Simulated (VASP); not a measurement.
# BeTe (F-43m) in VASP: notebook

BeTe is run at these levels: LDA; tasks: single point, relaxation of cell and atoms.

Program: VASP 6.6.1. These are calculated values, not measurements. Logs are shortened: lines on timing, memory, paths and dates and some standing lists are left out, and cuts for length are marked.

## Step 1: The cell of the first run

The structure is cubic, space group F-43m (No. 216). The conventional cell has a = 5.555 Å, b = 5.555 Å, c = 5.555 Å, α = 90.00°, β = 90.00°, γ = 90.00°. Within 3.2 Å of Be (site symmetry -43m) lie 4 Te at 2.41 Å. Te (site symmetry -43m) has 4 Be at 2.41 Å within 3.2 Å.

## Step 2: Single point, LDA

The input, INCAR:

```
SYSTEM = BeTe
PREC = Accurate ; ENCUT = 520
EDIFF = 1E-6 ; ISMEAR = 0
SIGMA = 0.02 ; LREAL = .False.
LASPH = .True. ; NELM = 100
ALGO = Normal ; ISIF = 2
LWAVE = .False. ; LCHARG = .False.
NBANDS = 11
```

The input, KPOINTS:

```
regular mesh
0
Gamma
  8 8 8
  0 0 0
```

The input, POSCAR:

```
BeTe
1.0
    0.0000000000      2.7774348392      2.7774348392
    2.7774348392      0.0000000000      2.7774348392
    2.7774348392      2.7774348392      0.0000000000
Be Te
1 1
Direct
    0.0000000000      0.0000000000      0.0000000000
    0.2500000000      0.2500000000      0.2500000000
```

Potentials or basis: VASP PAW LDA potentials, release 64 (Be, Te).

Command:

```console
> cat potpaw_LDA.64/Be/POTCAR potpaw_LDA.64/Te/POTCAR > POTCAR
> mpirun -np 1 vasp_std > vasp.out
```

OUTCAR:

```text
SYSTEM = BeTe
   PREC = Accurate
   ENCUT = 520
   EDIFF = 1E-6
   ISMEAR = 0
   LREAL = .False.
   LASPH = .True.
   NELM = 100
   ISIF = 2

 ion  position               nearest neighbor table
   1  0.000  0.000  0.000-   2 2.41   2 2.41   2 2.41   2 2.41
   2  0.250  0.250  0.250-   1 2.41   1 2.41   1 2.41   1 2.41

  LATTYP: Found a face centered cubic cell.
 ALAT       =     5.5548696784

  Lattice vectors:

 A1 = (   0.0000000000,   2.7774348392,   2.7774348392)
 A2 = (   2.7774348392,   0.0000000000,   2.7774348392)
 A3 = (   2.7774348392,   2.7774348392,   0.0000000000)

Analysis of symmetry for initial positions (statically):
=====================================================================
 Subroutine PRICEL returns:
 Original cell was already a primitive cell.

 Routine SETGRP: Setting up the symmetry group for a
 face centered cubic supercell.

 Subroutine GETGRP returns: Found 24 space group operations
 (whereof 24 operations were pure point group operations)
 out of a pool of 48 trial point group operations.

The static configuration has the point symmetry T_d .

Analysis of symmetry for dynamics (positions and initial velocities):
=====================================================================
 Subroutine PRICEL returns:
 Original cell was already a primitive cell.

 Routine SETGRP: Setting up the symmetry group for a
 face centered cubic supercell.

 Subroutine GETGRP returns: Found 24 space group operations
 (whereof 24 operations were pure point group operations)
 out of a pool of 48 trial point group operations.

The dynamic configuration has the point symmetry T_d .

 Subroutine INISYM returns: Found 24 space group operations
 (whereof 24 operations are pure point group operations),
 and found     1 'primitive' translations

----------------------------------------------------------------------------------------

                                     Primitive cell

  volume of cell :      42.8511

  direct lattice vectors                    reciprocal lattice vectors
     0.000000000  2.777434839  2.777434839    -0.180022225  0.180022225  0.180022225
     2.777434839  0.000000000  2.777434839     0.180022225 -0.180022225  0.180022225
     2.777434839  2.777434839  0.000000000     0.180022225  0.180022225 -0.180022225

  length of vectors
     3.927886018  3.927886018  3.927886018     0.311807640  0.311807640  0.311807640

  position of ions in fractional coordinates (direct lattice)
     0.000000000  0.000000000  0.000000000
     0.250000000  0.250000000  0.250000000

  ion indices of the primitive-cell ions
   primitive index   ion index
                 1           1
                 2           2

----------------------------------------------------------------------------------------

 KPOINTS: regular mesh

Automatic generation of k-mesh.
 Grid dimensions read from file:
 generate k-points for:    8    8    8

 Generating k-lattice:

  Cartesian coordinates                     Fractional coordinates (reciprocal lattice)
    -0.022502778  0.022502778  0.022502778     0.125000000  0.000000000  0.000000000
     0.022502778 -0.022502778  0.022502778     0.000000000  0.125000000  0.000000000
     0.022502778  0.022502778 -0.022502778     0.000000000  0.000000000  0.125000000

  Length of vectors
     0.038975955  0.038975955  0.038975955

  Shift w.r.t. Gamma in fractional coordinates (k-lattice)
     0.000000000  0.000000000  0.000000000

 Subroutine IBZKPT returns following result:
 ===========================================

 Found     29 irreducible k-points:

 Following reciprocal coordinates:
            Coordinates               Weight
  0.000000  0.000000  0.000000      1.000000
  0.125000  0.000000  0.000000      8.000000
  0.250000  0.000000  0.000000      8.000000
  0.375000  0.000000  0.000000      8.000000
  0.500000  0.000000  0.000000      4.000000
  0.125000  0.125000  0.000000      6.000000
[... 16 lines left out ...]
  0.500000  0.250000  0.125000     48.000000
 -0.375000  0.250000  0.125000     24.000000
 [... further k-points ...]
   k-points           NKPTS =     29   k-points in BZ     NKDIM =     29   number of bands    NBANDS=     11
   number of dos      NEDOS =    301   number of ions     NIONS =      2
   total plane-waves  NPLWV =  27000
   dimension x,y,z NGX =    30 NGY =   30 NGZ =   30
   dimension x,y,z NGXF=    60 NGYF=   60 NGZF=   60
   ions per type =               1   1
   NGX,Y,Z   is equivalent  to a cutoff of  12.70, 12.70, 12.70 a.u.
   NGXF,Y,Z  is equivalent  to a cutoff of  25.39, 25.39, 25.39 a.u.
 SYSTEM =  BeTe
   PREC   = accura    normal or accurate (medium, high low for compatibility)
   ISTART =      0    job   : 0-new  1-cont  2-samecut
   ICHARG =      2    charge: 1-file 2-atom 10-const
   ISPIN  =      1    spin polarized calculation?
   LNONCOLLINEAR =      F non collinear calculations
   LSORBIT =      F    spin-orbit coupling
   LASPH  =      T    aspherical Exc in radial PAW
   ENCUT  =  520.0 eV  38.22 Ry    6.18 a.u.   7.30  7.30  7.30*2*pi/ulx,y,z
   NELM   =    100;   NELMIN=  2; NELMDL= -5     # of ELM steps
   EDIFF  = 0.1E-05   stopping-criterion for ELM
   LREAL  =      F    real-space projection
   EDIFFG = 0.1E-04   stopping-criterion for IOM
   NSW    =      0    number of steps for IOM
   IBRION =     -1    ionic relax: 0-MD 1-quasi-New 2-CG
   NFREE  =      0    steps in history (QN), initial steepest desc. (CG)
   ISIF   =      2    stress and relaxation
   ISYM   =      2    0-nonsym 1-usesym 2-fastsym
   POTIM  = 0.5000    time-step for ionic-motion
   TEBEG  =    0.0;   TEEND  =   0.0 temperature during run
   PSTRESS=    0.0 pullay stress
   NELECT =       8.0000    total number of electrons
   NUPDOWN=      -1.0000    fix difference up-down
   EMIN   =  10.00;   EMAX   =-10.00  energy-range for DOS
   EFERMI =   0.00;   METHOD = LEGACY
   ISMEAR =     0;   SIGMA  =   0.02  broadening in eV -4-tet -1-fermi 0-gaus
   EFERMI_NEDOS =   21; number of points for ismear=-14 and -15
   IALGO  =     38    algorithm
   IMIX   =      4    mixing-type and parameters
     AMIX     =   0.40;   BMIX     =  1.00
     AMIX_MAG =   1.60;   BMIX_MAG =  1.00
  volume/ion in A,a.u.               =      21.43       144.59
  Fermi-wavevector in a.u.,A,eV,Ry     =   0.935659  1.768139 11.911327  0.875458
  Thomas-Fermi vector in A             =   2.062589
   LORBIT       =      0    0 simple, 1 ext, 2 COOP (PROOUT), +10 PAW based schemes
   GGA     = CA    functional components
   LHFCALC =     F    Hartree Fock is set to
   AEXX    =    0.0000 exact exchange contribution
   IVDW    =     0    specifies the selected vdW correction
   LEPSILON=     F    determine dielectric tensor
   LRPA    =     F    only Hartree local field effects (RPA)
 non-spin polarized calculation
 Gauss-broadening in eV      SIGMA  =   0.02
  energy-cutoff  :      520.00
  volume of cell :       42.85
 maximum number of plane-waves:      1174
 NGX is ok and might be reduce to    30
   NGX = 15   NGY = 15   NGZ = 15

 number of electron       7.9999999 magnetization

 Free energy of the ion-electron system (eV)
  ---------------------------------------------------
  ext. energy  EPLUGINS =         0.00000000
  ---------------------------------------------------
  free energy    TOTEN  =        -8.72650890 eV

  energy without entropy =       -8.72650890  energy(sigma->0) =       -8.72650890

 E-fermi :   5.5139     XC(G=0):  -9.4307

 val. band max:        5.4165171849   @ k =   0.0000   0.0000   0.0000
 cond. band min:       7.1869961298   @ k =   0.5000   0.5000   0.0000
 fundamental gap:      1.7704789450
 Fermi energy:         5.5139093108

 k-point     1 :       0.0000    0.0000    0.0000
  band No.  band energies     occupation
      1      -7.1797      2.00000
      2       5.4165      2.00000
      3       5.4165      2.00000
      4       5.4165      2.00000
      5       8.9660      0.00000
      6       8.9660      0.00000
      7       8.9660      0.00000
      8       9.4464      0.00000
      9      13.6583      0.00000
     10      15.7399      0.00000
     11      15.7399      0.00000

 k-point     2 :       0.1250    0.0000    0.0000
  band No.  band energies     occupation
      1      -7.0240      2.00000
      2       4.0440      2.00000
      3       5.1630      2.00000
      4       5.1630      2.00000
      5       8.9714      0.00000
      6       9.3283      0.00000
      7       9.3283      0.00000
      8      10.7077      0.00000
      9      14.0599      0.00000
     10      14.7245      0.00000
     11      14.7245      0.00000

 k-point     3 :       0.2500    0.0000    0.0000
  band No.  band energies     occupation
      1      -6.5923      2.00000
      2       1.9514      2.00000
      3       4.6970      2.00000
      4       4.6970      2.00000
      5       8.7865      0.00000
      6       9.8728      0.00000
      7       9.8728      0.00000
      8      12.5574      0.00000
      9      14.3926      0.00000
     10      14.4411      0.00000
     11      14.4411      0.00000

 k-point     4 :       0.3750    0.0000    0.0000
  band No.  band energies     occupation
      1      -6.0367      2.00000
      2       0.2892      2.00000
      3       4.3423      2.00000
      4       4.3423      2.00000
      5       8.6358      0.00000
      6       9.9920      0.00000
      7       9.9920      0.00000
      8      13.1247      0.00000
      9      15.2735      0.00000
     10      15.5248      0.00000
     11      15.5248      0.00000
[... 239 lines left out ...]
 k-point    22 :       0.3750    0.2500    0.1250
  band No.  band energies     occupation
      1      -6.2344      2.00000
      2       1.7123      2.00000
      3       3.0302      2.00000
      4       4.1140      2.00000
      5       8.9344      0.00000
      6      10.3862      0.00000
      7      10.7035      0.00000
      8      11.7562      0.00000
      9      14.5681      0.00000
     10      15.9714      0.00000
     11      16.6424      0.00000

 k-point    23 :       0.5000    0.2500    0.1250
  band No.  band energies     occupation
      1      -5.7390      2.00000
      2       0.5954      2.00000
      3       2.4819      2.00000
      4       3.6259      2.00000
      5       9.3940      0.00000
      6      10.1074      0.00000
      7      11.3483      0.00000
      8      12.3885      0.00000
      9      15.2705      0.00000
     10      15.8193      0.00000
     11      17.7111      0.00000

 k-point    24 :      -0.3750    0.2500    0.1250
  band No.  band energies     occupation
      1      -5.4859      2.00000
      2       0.0661      2.00000
      3       2.3764      2.00000
      4       3.3865      2.00000
      5       9.5366      0.00000
      6       9.8189      0.00000
      7      12.1634      0.00000
      8      13.2218      0.00000
      9      13.8914      0.00000
     10      16.9924      0.00000
     11      17.3499      0.00000

 [... further k-points ...]

------------------------ aborting loop because EDIFF is reached ----------------------------------------

  FORCE on cell =-STRESS in cart. coord.  units (eV):
  Direction    XX          YY          ZZ          XY          YZ          ZX
  --------------------------------------------------------------------------------------
  -------------------------------------------------------------------------------------
  Total        0.0719545      0.0719545      0.0719545      0.0000000     -0.0000000      0.0000000
  in kB        2.6903385      2.6903385      2.6903385      0.0000000     -0.0000000      0.0000000
  external PRESSURE =       2.6903385 kB  Pullay stress =       0.0000000 kB

 VOLUME and BASIS-vectors are now :
 -----------------------------------------------------------------------------
  energy-cutoff  :      520.00
  volume of cell :       42.85
      direct lattice vectors                 reciprocal lattice vectors
     0.000000000  2.777434839  2.777434839    -0.180022225  0.180022225  0.180022225
     2.777434839  0.000000000  2.777434839     0.180022225 -0.180022225  0.180022225
     2.777434839  2.777434839  0.000000000     0.180022225  0.180022225 -0.180022225

 POSITION                                       TOTAL-FORCE (eV/Angst)
 -----------------------------------------------------------------------------------
      0.00000      0.00000      0.00000         0.000000     -0.000000     -0.000000
      1.38872      1.38872      1.38872        -0.000000      0.000000      0.000000
 -----------------------------------------------------------------------------------
    total drift:                                0.000000      0.000000      0.000000

  FREE ENERGIE OF THE ION-ELECTRON SYSTEM (eV)
  ---------------------------------------------------
  free  energy   TOTEN  =        -8.7265088986 eV

  energy  without entropy=       -8.7265088986  energy(sigma->0) =       -8.72650890
```

It took 7.5 s on 1 thread of Intel Xeon 6975P-C (Granite Rapids), shared host; peak memory 0.14 GiB.

Results:

```yaml
Free_energy: -8.7265 eV
Pressure: 0.3 GPa
Band_gap_on_the_k_mesh: 1.77 eV, indirect (least direct gap 3.55 eV)
```

Caveat: spin-orbit coupling is left out, which moves the levels of the heavy elements.

## Step 3: Relaxation of cell and atoms, LDA

This run uses another cell than the first one, of 22.71 Å³/atom, 1.060 times its volume.

The input, INCAR:

```
PREC     = Accurate       # precision mode
ENCUT    = 600            # plane-wave cutoff, eV
EDIFF    = 1E-7           # SCF threshold, eV
ISMEAR   = 0              # smearing method
SIGMA    = 0.02           # smearing width, eV
LREAL    = F              # projectors in reciprocal space
LASPH    = T              # aspherical terms in the spheres
NELM     = 60             # most SCF steps
ALGO     = Normal         # electronic algorithm
ISIF     = 3              # what is computed and relaxed
LWAVE    = F              # write WAVECAR
LCHARG   = F              # write CHGCAR
IBRION   = 2              # ionic algorithm
NSW      = 70             # ionic steps
EDIFFG   = -0.005         # ionic threshold
```

The input, KPOINTS:

```
Automatic mesh
0
Gamma
  8 8 8
```

The input, POSCAR:

```
BeTe
1.0
    0.0000000000      2.8318743937      2.8318743937
    2.8318743937      0.0000000000      2.8318743937
    2.8318743937      2.8318743937      0.0000000000
Be Te
1 1
Direct
    0.0000000000      0.0000000000      0.0000000000
    0.2500000000      0.2500000000      0.2500000000
```

Potentials or basis: VASP PAW LDA potentials, release 64 (Be, Te).

Command:

```console
> cat potpaw_LDA.64/Be/POTCAR potpaw_LDA.64/Te/POTCAR > POTCAR
> mpirun -np 1 vasp_std > vasp.out
```

It took 12 s on 1 thread of Intel Xeon 6975P-C (Granite Rapids), shared host; peak memory 0.15 GiB.

It converged, with:

| Item | Value |
| --- | --- |
| Free energy | -8.7268 eV |
| Relaxed volume | 21.51 Å³/atom |
| Relaxed cell | a = 3.933 Å, b = 3.933 Å, c = 3.933 Å, α = 60.00°, β = 60.00°, γ = 60.00° |
| Space group after relaxing (to 0.05 Å) | F-43m (No. 216) |
| Energy gained by relaxing | 12.1 meV/atom |
| Ionic steps | 3 |
| Pressure after relaxing | 0.0 GPa |
| Band gap on the k mesh | 1.78 eV, indirect (least direct gap 3.55 eV) |

The path:
```tsv
step	energy change (eV)	largest force (eV/Å)	pressure (GPa)	volume (Å³)
1	0.0000	0.0000	-3.10	45.42
2	-0.0234	0.0000	0.65	42.59
3	-0.0243	0.0000	0.01	43.02
```

Final structure:
```
CELL_PARAMETERS angstrom
0.00000 2.78106 2.78106
2.78106 0.00000 2.78106
2.78106 2.78106 0.00000
ATOMIC_POSITIONS crystal
Be 0.00000 0.00000 0.00000
Te 0.25000 0.25000 0.25000
```

Levels at points of the mesh, in eV from the valence-band top:
```csv
k point,band 1,band 2,band 3,band 4,band 5,band 6,band 7,band 8
"(0.00, 0.00, 0.00)",-12.57,0.00,0.00,0.00,3.55,3.55,3.55,4.00
"(0.50, 0.00, 0.00)",-11.14,-5.78,-1.19,-1.19,3.15,4.54,4.54,7.64
"(0.50, 0.50, 0.00)",-10.62,-5.28,-2.79,-2.79,1.78,2.60,9.83,9.83
```

Caveat: spin-orbit coupling is left out, which moves the levels of the heavy elements. Zero-point motion and thermal expansion aren't in these numbers.
